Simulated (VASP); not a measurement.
# Ni (Im-3m) in VASP: further runs

Runs on Ni. Level: PBEsol. Tasks: single point.

All numbers are computed with VASP 6.6.1; they aren't measurements. Logs are shortened: lines on timing, memory, paths and dates and some standing lists are left out, and cuts for length are marked.

### Step 1. The cell of the first run

Symmetry: Im-3m, No. 229, cubic system. Conventional cell: a = 2.767 Å, b = 2.767 Å, c = 2.767 Å, α = 90.00°, β = 90.00°, γ = 90.00°. Ni (site symmetry m-3m) has 14 Ni at 2.40 to 2.77 Å within 3.2 Å.

### Step 2. Single point, PBEsol, collinear spin, ferromagnetic start

INCAR

```
SYSTEM = Ni
PREC = Accurate ; ENCUT = 520
EDIFF = 1E-7 ; ISMEAR = 0
SIGMA = 0.15 ; LREAL = .FALSE.
LASPH = .TRUE. ; NELM = 150
ALGO = Normal ; ISIF = 2
LWAVE = .FALSE. ; LCHARG = .TRUE.
ISPIN = 2 ; MAGMOM = 0.5
LORBIT = 11 ; LMAXMIX = 4
GGA = PS ; LELF = .TRUE.
LVHAR = .TRUE. ; NBANDS = 15
```

KPOINTS

```
Automatic mesh
0
G
  24 24 24
  0 0 0
```

POSCAR

```
Ni
1.0
   -1.3837154700      1.3837154700      1.3837154700
    1.3837154700     -1.3837154700      1.3837154700
    1.3837154700      1.3837154700     -1.3837154700
Ni
1
Direct
    0.0000000000      0.0000000000      0.0000000000
```

Potentials or basis: VASP PAW PBE potentials, release 64 (Ni).

Command:

```bash
$ cat potpaw_PBE.64/Ni/POTCAR > POTCAR
$ mpirun -np 1 vasp_std > vasp.out
```

OUTCAR:

```text
SYSTEM = Ni
   PREC = Accurate
   ENCUT = 520
   EDIFF = 1E-7
   ISMEAR = 0
   LREAL = .FALSE.
   LASPH = .TRUE.
   NELM = 150
   ISIF = 2
   ISPIN = 2
   LORBIT = 11
   GGA = PS

 ion  position               nearest neighbor table
   1  0.000  0.000  0.000-

  LATTYP: Found a body centered cubic cell.
 ALAT       =     2.7674309400

  Lattice vectors:

 A1 = (  -1.3837154700,   1.3837154700,   1.3837154700)
 A2 = (   1.3837154700,  -1.3837154700,   1.3837154700)
 A3 = (   1.3837154700,   1.3837154700,  -1.3837154700)

Analysis of symmetry for initial positions (statically):
=====================================================================
 Subroutine PRICEL returns:
 Original cell was already a primitive cell.

 Routine SETGRP: Setting up the symmetry group for a
 body centered cubic supercell.

 Subroutine GETGRP returns: Found 48 space group operations
 (whereof 48 operations were pure point group operations)
 out of a pool of 48 trial point group operations.

The static configuration has the point symmetry O_h .

Analysis of symmetry for dynamics (positions and initial velocities):
=====================================================================
 Subroutine PRICEL returns:
 Original cell was already a primitive cell.

 Routine SETGRP: Setting up the symmetry group for a
 body centered cubic supercell.

 Subroutine GETGRP returns: Found 48 space group operations
 (whereof 48 operations were pure point group operations)
 out of a pool of 48 trial point group operations.

The dynamic configuration has the point symmetry O_h .

Analysis of structural, dynamic, and magnetic symmetry:
=====================================================================
 Subroutine PRICEL returns:
 Original cell was already a primitive cell.

 Routine SETGRP: Setting up the symmetry group for a
 body centered cubic supercell.

 Subroutine GETGRP returns: Found 48 space group operations
 (whereof 48 operations were pure point group operations)
 out of a pool of 48 trial point group operations.

The overall configuration has the point symmetry O_h .

 Subroutine INISYM returns: Found 48 space group operations
 (whereof 48 operations are pure point group operations),
 and found     1 'primitive' translations

----------------------------------------------------------------------------------------

                                     Primitive cell

  volume of cell :      10.5974

  direct lattice vectors                    reciprocal lattice vectors
    -1.383715470  1.383715470  1.383715470     0.000000000  0.361345964  0.361345964
     1.383715470 -1.383715470  1.383715470     0.361345964  0.000000000  0.361345964
     1.383715470  1.383715470 -1.383715470     0.361345964  0.361345964  0.000000000

  length of vectors
     2.396665497  2.396665497  2.396665497     0.511020363  0.511020363  0.511020363

  position of ions in fractional coordinates (direct lattice)
     0.000000000  0.000000000  0.000000000

  ion indices of the primitive-cell ions
   primitive index   ion index
                 1           1

----------------------------------------------------------------------------------------

 KPOINTS: Automatic mesh

Automatic generation of k-mesh.
 Grid dimensions read from file:
 generate k-points for:   24   24   24

 Generating k-lattice:

  Cartesian coordinates                     Fractional coordinates (reciprocal lattice)
     0.000000000  0.015056082  0.015056082     0.041666667  0.000000000  0.000000000
     0.015056082  0.000000000  0.015056082     0.000000000  0.041666667  0.000000000
     0.015056082  0.015056082  0.000000000     0.000000000  0.000000000  0.041666667

  Length of vectors
     0.021292515  0.021292515  0.021292515

  Shift w.r.t. Gamma in fractional coordinates (k-lattice)
     0.000000000  0.000000000  0.000000000

 Subroutine IBZKPT returns following result:
 ===========================================

 Found    413 irreducible k-points:

 Following reciprocal coordinates:
            Coordinates               Weight
  0.000000  0.000000  0.000000      1.000000
  0.041667  0.000000  0.000000     12.000000
  0.083333  0.000000  0.000000     12.000000
  0.125000  0.000000  0.000000     12.000000
  0.166667  0.000000  0.000000     12.000000
  0.208333  0.000000  0.000000     12.000000
[... 16 lines left out ...]
  0.416667  0.041667  0.000000     48.000000
  0.458333  0.041667  0.000000     48.000000
 [... further k-points ...]
   k-points           NKPTS =    413   k-points in BZ     NKDIM =    413   number of bands    NBANDS=     15
   number of dos      NEDOS =    301   number of ions     NIONS =      1
   total plane-waves  NPLWV =   5832
   dimension x,y,z NGX =    18 NGY =   18 NGZ =   18
   dimension x,y,z NGXF=    36 NGYF=   36 NGZF=   36
   ions per type =               1
   NGX,Y,Z   is equivalent  to a cutoff of  12.49, 12.49, 12.49 a.u.
   NGXF,Y,Z  is equivalent  to a cutoff of  24.97, 24.97, 24.97 a.u.
 SYSTEM =  Ni
   PREC   = accura    normal or accurate (medium, high low for compatibility)
   ISTART =      0    job   : 0-new  1-cont  2-samecut
   ICHARG =      2    charge: 1-file 2-atom 10-const
   ISPIN  =      2    spin polarized calculation?
   LNONCOLLINEAR =      F non collinear calculations
   LSORBIT =      F    spin-orbit coupling
   LASPH  =      T    aspherical Exc in radial PAW
   ENCUT  =  520.0 eV  38.22 Ry    6.18 a.u.   4.46  4.46  4.46*2*pi/ulx,y,z
   NELM   =    150;   NELMIN=  2; NELMDL= -5     # of ELM steps
   EDIFF  = 0.1E-06   stopping-criterion for ELM
   LREAL  =      F    real-space projection
   EDIFFG = 0.1E-05   stopping-criterion for IOM
   NSW    =      0    number of steps for IOM
   IBRION =     -1    ionic relax: 0-MD 1-quasi-New 2-CG
   NFREE  =      0    steps in history (QN), initial steepest desc. (CG)
   ISIF   =      2    stress and relaxation
   ISYM   =      2    0-nonsym 1-usesym 2-fastsym
   POTIM  = 0.5000    time-step for ionic-motion
   TEBEG  =    0.0;   TEEND  =   0.0 temperature during run
   PSTRESS=    0.0 pullay stress
   NELECT =      10.0000    total number of electrons
   NUPDOWN=      -1.0000    fix difference up-down
   EMIN   =  10.00;   EMAX   =-10.00  energy-range for DOS
   EFERMI =   0.00;   METHOD = LEGACY
   ISMEAR =     0;   SIGMA  =   0.15  broadening in eV -4-tet -1-fermi 0-gaus
   EFERMI_NEDOS =   21; number of points for ismear=-14 and -15
   IALGO  =     38    algorithm
   IMIX   =      4    mixing-type and parameters
     AMIX     =   0.40;   BMIX     =  1.00
     AMIX_MAG =   1.60;   BMIX_MAG =  1.00
  volume/ion in A,a.u.               =      10.60        71.51
  Fermi-wavevector in a.u.,A,eV,Ry     =   1.605738  3.034405 35.081190  2.578395
  Thomas-Fermi vector in A             =   2.702037
   LORBIT       =     11    0 simple, 1 ext, 2 COOP (PROOUT), +10 PAW based schemes
   GGA     = PS    functional components
   LHFCALC =     F    Hartree Fock is set to
   AEXX    =    0.0000 exact exchange contribution
   IVDW    =     0    specifies the selected vdW correction
   LEPSILON=     F    determine dielectric tensor
   LRPA    =     F    only Hartree local field effects (RPA)
 spin polarized calculation
 Gauss-broadening in eV      SIGMA  =   0.15
  energy-cutoff  :      520.00
  volume of cell :       10.60
 maximum number of plane-waves:       321
 NGX is ok and might be reduce to    18
   NGX =  9   NGY =  9   NGZ =  9

 number of electron      10.0000004 magnetization       0.5213620

 Free energy of the ion-electron system (eV)
  ---------------------------------------------------
  ext. energy  EPLUGINS =         0.00000000
  ---------------------------------------------------
  free energy    TOTEN  =        -6.04199793 eV

  energy without entropy =       -6.02346113  energy(sigma->0) =       -6.03272953

 E-fermi :   9.4263     XC(G=0): -13.5871

 val. band max:        9.4260717576   @ k =   0.5000   0.5000   0.0833
 cond. band min:       9.4309509930   @ k =  -0.2083   0.2500   0.1250
 fundamental gap:      0.0048792355
 Fermi energy:         9.4262892479

 spin component 1

 k-point     1 :       0.0000    0.0000    0.0000
  band No.  band energies     occupation
      1       0.3179      1.00000
      2       7.0996      1.00000
      3       7.0996      1.00000
      4       7.0996      1.00000
      5       8.5575      1.00000
      6       8.5575      1.00000
      7      36.1392      0.00000
      8      36.1392      0.00000
      9      36.1392      0.00000
     10      41.2045      0.00000
     11      41.2045      0.00000
     12      42.4239      0.00000
     13      42.4239      0.00000
     14      42.4239      0.00000
     15      43.0695      0.00000

 k-point     2 :       0.0417    0.0000    0.0000
  band No.  band energies     occupation
      1       0.3915      1.00000
      2       7.0823      1.00000
      3       7.0986      1.00000
      4       7.1337      1.00000
      5       8.5394      1.00000
      6       8.5588      1.00000
      7      35.5152      0.00000
      8      36.0117      0.00000
      9      36.0404      0.00000
     10      40.4650      0.00000
     11      40.8611      0.00000
     12      41.0315      0.00000
     13      41.8154      0.00000
     14      43.3115      0.00000
     15      43.4900      0.00000
[... 365 lines left out ...]
      3       8.3826      1.00000
      4       8.5293      1.00000
      5       8.9314      1.00000
      6       9.6917      0.00617
      7      17.1278      0.00000
      8      28.4966      0.00000
      9      29.7634      0.00000
     10      34.0973      0.00000
     11      37.7101      0.00000
     12      45.2916      0.00000
     13      48.4733      0.00000
     14      53.2511      0.00000
     15      55.0115      0.00000

 k-point    24 :       0.4583    0.0417    0.0000
  band No.  band energies     occupation
      1       4.7064      1.00000
      2       6.1504      1.00000
      3       8.4690      1.00000
      4       8.5794      1.00000
      5       9.1185      0.99815
      6      10.0504      0.00000
      7      16.2438      0.00000
      8      28.3260      0.00000
      9      29.5332      0.00000
     10      34.0432      0.00000
     11      37.7090      0.00000
     12      45.4538      0.00000
     13      49.9240      0.00000
     14      51.6107      0.00000
     15      54.7802      0.00000

 [... further k-points ...]

 spin component 2

 k-point     1 :       0.0000    0.0000    0.0000
  band No.  band energies     occupation
      1       0.3241      1.00000
      2       7.7061      1.00000
      3       7.7061      1.00000
      4       7.7061      1.00000
      5       9.0382      0.99987
      6       9.0382      0.99987
      7      36.0741      0.00000
      8      36.0741      0.00000
      9      36.0741      0.00000
     10      41.1693      0.00000
     11      41.1693      0.00000
     12      42.5939      0.00000
     13      42.5939      0.00000
     14      42.5939      0.00000
     15      43.2218      0.00000

 k-point     2 :       0.0417    0.0000    0.0000
  band No.  band energies     occupation
      1       0.3977      1.00000
      2       7.6877      1.00000
      3       7.7043      1.00000
      4       7.7412      1.00000
      5       9.0193      0.99994
      6       9.0396      0.99987
      7      35.4671      0.00000
      8      35.9496      0.00000
      9      35.9852      0.00000
     10      40.4854      0.00000
     11      40.9670      0.00000
     12      41.1963      0.00000
     13      41.8402      0.00000
     14      43.4552      0.00000
     15      43.6016      0.00000
[... 365 lines left out ...]
      3       8.6990      1.00000
      4       9.0326      0.99990
      5       9.3618      0.72826
      6      10.2241      0.00000
      7      17.4037      0.00000
      8      28.4948      0.00000
      9      29.8557      0.00000
     10      34.2140      0.00000
     11      37.8110      0.00000
     12      45.2948      0.00000
     13      48.5152      0.00000
     14      53.3807      0.00000
     15      55.9895      0.00000

 k-point    24 :       0.4583    0.0417    0.0000
  band No.  band energies     occupation
      1       5.0401      1.00000
      2       6.7014      1.00000
      3       8.9421      1.00000
      4       9.0244      0.99992
      5       9.5354      0.15191
      6      10.4358      0.00000
      7      16.5630      0.00000
      8      28.3234      0.00000
      9      29.6213      0.00000
     10      34.1634      0.00000
     11      37.8119      0.00000
     12      45.4449      0.00000
     13      49.9914      0.00000
     14      51.6681      0.00000
     15      55.7788      0.00000

 [... further k-points ...]
[... 5 lines left out ...]
  --------------------------------------------------------------------------------------
  -------------------------------------------------------------------------------------
  Total       -0.1841795     -0.1841795     -0.1841795      0.0000000     -0.0000000      0.0000000
  in kB      -27.8452682    -27.8452682    -27.8452682      0.0000000     -0.0000000      0.0000000
  external PRESSURE =     -27.8452682 kB  Pullay stress =       0.0000000 kB

 VOLUME and BASIS-vectors are now :
 -----------------------------------------------------------------------------
  energy-cutoff  :      520.00
  volume of cell :       10.60
      direct lattice vectors                 reciprocal lattice vectors
    -1.383715470  1.383715470  1.383715470     0.000000000  0.361345964  0.361345964
     1.383715470 -1.383715470  1.383715470     0.361345964  0.000000000  0.361345964
     1.383715470  1.383715470 -1.383715470     0.361345964  0.361345964  0.000000000

 POSITION                                       TOTAL-FORCE (eV/Angst)
 -----------------------------------------------------------------------------------
      0.00000      0.00000      0.00000         0.000000     -0.000000      0.000000
 -----------------------------------------------------------------------------------
    total drift:                                0.000000      0.000000      0.000000

  FREE ENERGIE OF THE ION-ELECTRON SYSTEM (eV)
  ---------------------------------------------------
  free  energy   TOTEN  =        -6.0419979311 eV

  energy  without entropy=       -6.0234611293  energy(sigma->0) =       -6.03272953

 total charge

# of ion       s       p       d       tot
------------------------------------------
    1        0.505   0.517   8.343   9.365

 magnetization (x)

# of ion       s       p       d       tot
------------------------------------------
    1       -0.004  -0.015   0.545   0.526
```

Run time: 3.4 min. Hardware: 1 thread of Intel Xeon 8259CL, shared host; peak memory 0.21 GiB.

What came out:

```yaml
Free_energy: -6.0420 eV
Pressure: -2.8 GPa
Net_moment: 0.52 μB per cell
Site_moments: Ni +0.53 μB
Valence_electrons_inside_the_program's_atomic_spheres: Ni 9.37
```

Caveat: the PAW data sets were made with another functional, which shifts forces and pressure a little.

### Step 3. Single point, PBEsol, collinear spin, ferromagnetic start

INCAR

```
  PREC = Accurate
  ENCUT = 520
  EDIFF = 1E-6
  ISMEAR = 0
  SIGMA = 0.15
  LREAL = F
  LASPH = T
  NELM = 150
  ALGO = Fast
  ISIF = 2
  LWAVE = F
  LCHARG = F
  ISPIN = 2
  MAGMOM = 0.5
  LORBIT = 11
  LMAXMIX = 4
  GGA = PS
  NBANDS = 15
```

KPOINTS

```
regular mesh
0
Gamma
  26 26 26
```

POSCAR is that of step 2.

Potentials or basis: VASP PAW PBE potentials, release 64 (Ni).

Command:

```bash
$ cat potpaw_PBE.64/Ni/POTCAR > POTCAR
$ mpirun -np 1 vasp_std > vasp.out
```

It took 4.1 min on 1 thread of Intel Xeon 8259CL, shared host; peak memory 0.24 GiB.

It converged, with:

```
Free energy                                           : -6.0419 eV
Pressure                                              : -2.8 GPa
Net moment                                            : 0.53 μB per cell
Site moments                                          : Ni +0.54 μB
Valence electrons inside the program's atomic spheres : Ni 9.37
```

Levels at points of the mesh, in eV from the Fermi level:
Spin up:
| k point | band 3 | band 4 | band 5 | band 6 | band 7 | band 8 |
| --- | --- | --- | --- | --- | --- | --- |
| (0.00, 0.00, 0.00) | -2.34 | -2.34 | -0.88 | -0.88 | 26.71 | 26.71 |
| (0.50, 0.00, 0.00) | -0.95 | -0.72 | 0.01 | 0.20 | 6.68 | 19.32 |
| (0.50, 0.50, 0.50) | -0.23 | -0.23 | -0.23 | 9.89 | 9.89 | 9.89 |
Spin down:
```csv
k point,band 3,band 4,band 5,band 6,band 7,band 8
"(0.00, 0.00, 0.00)",-1.72,-1.72,-0.39,-0.39,26.64,26.64
"(0.50, 0.00, 0.00)",-0.41,-0.21,0.19,0.71,7.01,19.28
"(0.50, 0.50, 0.50)",0.47,0.47,0.47,9.94,9.94,9.94
```

Caveat: the PAW data sets were made with another functional, which shifts forces and pressure a little.
